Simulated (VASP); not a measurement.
# WC (Qusongite) (P-6m2) in VASP: settings compared, part 2 of 2

VASP 6.6.1. The steps go on from the part before.

### Step 4. Vibrations by perturbation theory, LDA

File INCAR:

```
SYSTEM = WC
ALGO = Normal ; EDIFF = 1E-8
ENCUT = 520 ; IBRION = 8
ISIF = 2 ; ISMEAR = -1
LASPH = .TRUE. ; LCHARG = .FALSE.
LREAL = .FALSE. ; LWAVE = .FALSE.
NELM = 60 ; NSW = 1
PREC = Accurate ; SIGMA = 0.05
```

File KPOINTS:

```
k-points
0
G
  7 7 7
  0 0 0
```

File POSCAR:

```
WC
1.0
    2.9065000000      0.0000000000      0.0000000000
   -1.4532500000      2.5171028361      0.0000000000
    0.0000000000      0.0000000000      2.8366000000
W C
1 1
Direct
    0.0000000000      0.0000000000      0.0000000000
    0.6666666667      0.3333333333      0.5000000000
```

Potentials or basis: VASP PAW LDA potentials, release 64 (W_sv, C).

Run with:

```sh
> cat potpaw_LDA.64/W_sv/POTCAR potpaw_LDA.64/C/POTCAR > POTCAR
> mpirun -np 1 vasp_std > vasp.out
```

OUTCAR:

```text
SYSTEM = WC
   EDIFF = 1E-8
   ENCUT = 520
   IBRION = 8
   ISIF = 2
   ISMEAR = -1
   LASPH = .TRUE.
   LREAL = .FALSE.
   NELM = 60
   NSW = 1
   PREC = Accurate

 ion  position               nearest neighbor table
   1  0.000  0.000  0.000-   2 2.20   2 2.20   2 2.20   2 2.20   2 2.20   2 2.20
   2  0.667  0.333  0.500-   1 2.20   1 2.20   1 2.20   1 2.20   1 2.20   1 2.20

  LATTYP: Found a hexagonal cell.
 ALAT       =     2.9065000000
 C/A-ratio  =     0.9759504559

  Lattice vectors:

 A1 = (   2.9065000000,   0.0000000000,   0.0000000000)
 A2 = (  -1.4532500000,   2.5171028361,   0.0000000000)
 A3 = (   0.0000000000,   0.0000000000,   2.8366000000)

Analysis of symmetry for initial positions (statically):
=====================================================================
 Subroutine PRICEL returns:
 Original cell was already a primitive cell.

 Routine SETGRP: Setting up the symmetry group for a
 hexagonal supercell.

 Subroutine GETGRP returns: Found 12 space group operations
 (whereof 12 operations were pure point group operations)
 out of a pool of 24 trial point group operations.

The static configuration has the point symmetry D_3h.

Analysis of symmetry for dynamics (positions and initial velocities):
=====================================================================
 Subroutine PRICEL returns:
 Original cell was already a primitive cell.

 Routine SETGRP: Setting up the symmetry group for a
 hexagonal supercell.

[... 570 lines left out ...]
 -----------------------------------------------------------------------------------
    total drift:                                0.000000     -0.000000      0.000000

  FREE ENERGIE OF THE ION-ELECTRON SYSTEM (eV)
  ---------------------------------------------------
  free  energy   TOTEN  =       -24.6863443302 eV

  energy  without entropy=      -24.6830623751  energy(sigma->0) =      -24.68470335

[... ionic steps 2 to 3 ...]

--------------------------------------- Ionic step        4  -------------------------------------------

------------------------ aborting loop because EDIFF is reached ----------------------------------------
[... 11 lines left out ...]
[... ionic steps 8 to 8 ...]

--------------------------------------- Ionic step        9  -------------------------------------------

 Free energy of the ion-electron system (eV)
  ---------------------------------------------------
  ---------------------------------------------------
  free energy    TOTEN  =        -0.12074129 eV

  energy without entropy =       -0.12074129

------------------------ aborting loop because EDIFF is reached ----------------------------------------

 INTERNAL STRAIN TENSOR  FOR ION    2  DIRECTION 3   (eV/Angst):
 -----------------------------------------------------------------------------
     0.00869  0.00000  0.00000
     0.00000  0.00869  0.00000
     0.00000  0.00000 -0.00919

 INTERNAL STRAIN TENSOR FOR ION    2 for displacements in x,y,z  (eV/Angst):
          X           Y           Z          XY          YZ          ZX
  --------------------------------------------------------------------------------
  x    -0.00000     0.00000     0.00000    -3.83312     0.00000     0.00000
  y    -3.83312     3.83312     0.00000    -0.00000     0.00000     0.00000
  z     0.00000     0.00000     0.00000     0.00000     0.00000     0.00000

 SECOND DERIVATIVES (NOT SYMMETRIZED)
 ------------------------------------
               1X          1Y          1Z          2X          2Y          2Z
  1X   -15.808285    0.000000    0.000000   15.808285    0.000000    0.000000
  1Y     0.000000  -15.808285    0.000000    0.000000   15.808285    0.000000
  1Z     0.000000    0.000000  -13.629099    0.000000   -0.000000   13.629099
  2X    15.805782    0.000000    0.000000  -15.805782   -0.000000    0.000000
  2Y     0.000000   15.805782    0.000000    0.000000  -15.805782    0.000000
  2Z     0.000000    0.000000   13.623085    0.000000   -0.000000  -13.623085

 Eigenvectors and eigenvalues of the dynamical matrix
 ----------------------------------------------------

   1 f  =   18.510298 THz   116.303634 2PiTHz  617.437087 cm-1    76.552408 meV
             X         Y         Z           dx          dy          dz
      0.000000  0.000000  0.000000     0.000073    0.247655    0.000000
      1.453250  0.839034  1.418300    -0.000285   -0.968848    0.000000
[... 21 lines left out ...]
   6 f/i=    0.000910 THz     0.005718 2PiTHz    0.030358 cm-1     0.003764 meV
             X         Y         Z           dx          dy          dz
      0.000000  0.000000  0.000000    -0.000000    0.000000    0.968840
      1.453250  0.839034  1.418300    -0.000000    0.000000    0.247688

--------------------------------------------------------------------------------------------------------

 ELASTIC MODULI CONTR FROM IONIC RELAXATION (kBar)
 Direction    XX          YY          ZZ          XY          YZ          ZX
 --------------------------------------------------------------------------------
 XX         -52.5503     52.5503      0.0000     -0.0000      0.0000      0.0000
 YY          52.5503    -52.5503      0.0000      0.0000      0.0000      0.0000
 ZZ           0.0000      0.0000      0.0000      0.0000      0.0000      0.0000
 XY          -0.0000      0.0000      0.0000    -52.5503      0.0000      0.0000
 YZ           0.0000      0.0000      0.0000      0.0000      0.0000      0.0000
 ZX           0.0000      0.0000      0.0000      0.0000      0.0000      0.0000
 --------------------------------------------------------------------------------
```

Run time: 2.4 min. Hardware: 1 thread of Intel Xeon 8259CL, shared host; peak memory 0.21 GiB.

Results:

| Property | Result |
| --- | --- |
| Highest phonon frequency at Γ, LO-TO splitting left out | 617 cm⁻¹ |

Phonon frequencies in cm⁻¹ (negative: imaginary):
```tsv
q point	frequencies
(0.000, 0.000, 0.000)	0 0 0 573 617 617
```

Caveat: the cell wasn't relaxed at this level first, which shifts response properties; spin-orbit coupling is left out, which moves the levels of the heavy elements.

### Step 5. Density of states, RPBE+D4, non-collinear spin, zero start, spin-orbit coupling

POSCAR is that of step 4.

File INCAR.step1:

```
PREC     = Accurate       # precision mode
ENCUT    = 520            # plane-wave cutoff, eV
EDIFF    = 1E-6           # SCF threshold, eV
ISMEAR   = -1             # smearing method
SIGMA    = 0.15           # smearing width, eV
LREAL    = F              # projectors in reciprocal space
LASPH    = T              # aspherical terms in the spheres
NELM     = 150            # most SCF steps
ALGO     = Normal         # electronic algorithm
ISIF     = 2              # what is computed and relaxed
LWAVE    = F              # write WAVECAR
LCHARG   = T              # write CHGCAR
MAGMOM   = 0 0 0 0 0 0    # initial moments
LSORBIT  = T              # spin-orbit coupling
GGA_COMPAT= F            
LORBMOM  = T            
LMAXMIX  = 4              # l up to which the mixer works
GGA      = RP             # functional
IVDW     = 13             # dispersion correction
NBANDS   = 30             # bands
```

File KPOINTS.step1:

```
regular mesh
0
Gamma
  10 10 9
```

File INCAR.step2:

```
PREC     = Accurate       # precision mode
ENCUT    = 520            # plane-wave cutoff, eV
EDIFF    = 1E-6           # SCF threshold, eV
ISMEAR   = -5             # smearing method
SIGMA    = 0.15           # smearing width, eV
LREAL    = F              # projectors in reciprocal space
LASPH    = T              # aspherical terms in the spheres
NELM     = 150            # most SCF steps
ALGO     = Normal         # electronic algorithm
ISIF     = 2              # what is computed and relaxed
LWAVE    = F              # write WAVECAR
LCHARG   = F              # write CHGCAR
MAGMOM   = 0 0 0 0 0 0    # initial moments
LORBIT   = 10             # projections on sites
LSORBIT  = T              # spin-orbit coupling
GGA_COMPAT= F            
LORBMOM  = T            
LMAXMIX  = 4              # l up to which the mixer works
GGA      = RP             # functional
IVDW     = 13             # dispersion correction
NEDOS    = 2001           # points of the DOS
ICHARG   = 11             # starting density
```

File KPOINTS.step2:

```
regular mesh
0
Gamma
  15 15 14
```

Potentials or basis: VASP PAW PBE potentials, release 64 (W_sv, C).

Run with:

```sh
> cat potpaw_PBE.64/W_sv/POTCAR potpaw_PBE.64/C/POTCAR > POTCAR
> cp INCAR.step1 INCAR
> cp KPOINTS.step1 KPOINTS
> mpirun -np 1 vasp_ncl > vasp.out
> cp INCAR.step2 INCAR
> cp KPOINTS.step2 KPOINTS
> mpirun -np 1 vasp_ncl > vasp.out
```

OUTCAR:

```text
PREC = Accurate
   ENCUT = 520
   EDIFF = 1E-6
   ISMEAR = -5
   LREAL = F
   LASPH = T
   NELM = 150
   ISIF = 2
   LORBIT = 10
   LSORBIT = T
   GGA = RP
   IVDW = 13
   ICHARG = 11

 ion  position               nearest neighbor table
   1  0.000  0.000  0.000-   2 2.20   2 2.20   2 2.20   2 2.20   2 2.20   2 2.20
   2  0.667  0.333  0.500-   1 2.20   1 2.20   1 2.20   1 2.20   1 2.20   1 2.20

  LATTYP: Found a hexagonal cell.
 ALAT       =     2.9065000000
 C/A-ratio  =     0.9759504559

  Lattice vectors:

 A1 = (   2.9065000000,   0.0000000000,   0.0000000000)
 A2 = (  -1.4532500000,   2.5171028361,   0.0000000000)
 A3 = (   0.0000000000,   0.0000000000,   2.8366000000)

Analysis of symmetry for initial positions (statically):
=====================================================================
 Subroutine PRICEL returns:
 Original cell was already a primitive cell.

 Routine SETGRP: Setting up the symmetry group for a
 hexagonal supercell.

[... 964 lines left out ...]
     0.0000000     0.0000000     0.0000000     0.0000000     0.0000000     0.0000000     0.0000000
     0.0000000     0.0000000     0.0000000     0.0000000     0.0000000     0.0000000     0.0000000
     0.0000000     0.0000000     0.0000000     0.0000000     0.0000000     0.0000000     0.0000000
     0.0000000     0.0000000     0.0000000     0.0000000     0.0000000     0.0000000     0.0000000
     0.0000000     0.0000000     0.0000000     0.0000000     0.0000000     0.0000000     0.0000000
     0.0000000     0.0000000     0.0000000     0.0000000     0.0000000     0.0000000     0.0000000

 Ion:    2  E_soc:     -0.0002789
 l=   1
     0.0000000    -0.0000481    -0.0000433
    -0.0000481     0.0000000    -0.0000481
    -0.0000433    -0.0000481     0.0000000
 l=   2
     0.0000000     0.0000000     0.0000000     0.0000000     0.0000000
     0.0000000     0.0000000     0.0000000     0.0000000     0.0000000
     0.0000000     0.0000000     0.0000000     0.0000000     0.0000000
     0.0000000     0.0000000     0.0000000     0.0000000     0.0000000
     0.0000000     0.0000000     0.0000000     0.0000000     0.0000000
 l=   3
     0.0000000     0.0000000     0.0000000     0.0000000     0.0000000     0.0000000     0.0000000
     0.0000000     0.0000000     0.0000000     0.0000000     0.0000000     0.0000000     0.0000000
     0.0000000     0.0000000     0.0000000     0.0000000     0.0000000     0.0000000     0.0000000
     0.0000000     0.0000000     0.0000000     0.0000000     0.0000000     0.0000000     0.0000000
     0.0000000     0.0000000     0.0000000     0.0000000     0.0000000     0.0000000     0.0000000
     0.0000000     0.0000000     0.0000000     0.0000000     0.0000000     0.0000000     0.0000000
     0.0000000     0.0000000     0.0000000     0.0000000     0.0000000     0.0000000     0.0000000

 total charge

# of ion       s       p       d       tot
------------------------------------------
    1        2.347   6.430   3.400  12.178
    2        0.863   1.572   0.000   2.435
--------------------------------------------------
tot          3.210   8.003   3.400  14.613

 magnetization (x)

# of ion       s       p       d       tot
------------------------------------------
    1        0.000   0.000   0.000   0.000
    2       -0.000   0.000   0.000  -0.000
--------------------------------------------------
tot          0.000   0.000   0.000   0.000

 magnetization (y)

# of ion       s       p       d       tot
------------------------------------------
    1        0.000   0.000   0.000   0.000
    2        0.000  -0.000   0.000  -0.000
--------------------------------------------------
tot          0.000  -0.000   0.000   0.000

 magnetization (z)

# of ion       s       p       d       tot
------------------------------------------
    1        0.000   0.000   0.000   0.000
    2       -0.000   0.000   0.000  -0.000
--------------------------------------------------
tot         -0.000   0.000   0.000   0.000
```

OUTCAR.step1:

```text
PREC = Accurate
   ENCUT = 520
   EDIFF = 1E-6
   ISMEAR = -1
   LREAL = F
   LASPH = T
   NELM = 150
   ISIF = 2
   LSORBIT = T
[... 1110 lines left out ...]
     0.0000000     0.0000000     0.0000000     0.0000000     0.0000000     0.0000000     0.0000000
     0.0000000     0.0000000     0.0000000     0.0000000     0.0000000     0.0000000     0.0000000
     0.0000000     0.0000000     0.0000000     0.0000000     0.0000000     0.0000000     0.0000000
     0.0000000     0.0000000     0.0000000     0.0000000     0.0000000     0.0000000     0.0000000
     0.0000000     0.0000000     0.0000000     0.0000000     0.0000000     0.0000000     0.0000000

=======================================================================

 ========================================================
```

It took 3.7 min on 1 thread of Intel Xeon Platinum 8488C (Sapphire Rapids), shared host; peak memory 0.41 GiB.

What came out:

| Quantity | Value |
| --- | --- |
| Net moment | 0.00 μB per cell |
| Valence electrons inside the program's atomic spheres | W 12.18; C 2.44 |
| Dispersion energy per atom | -0.935 eV |

Moments on the atoms (μB; x, y, z):
```
W   0.00 0.00 0.00
C   0.00 0.00 0.00
```
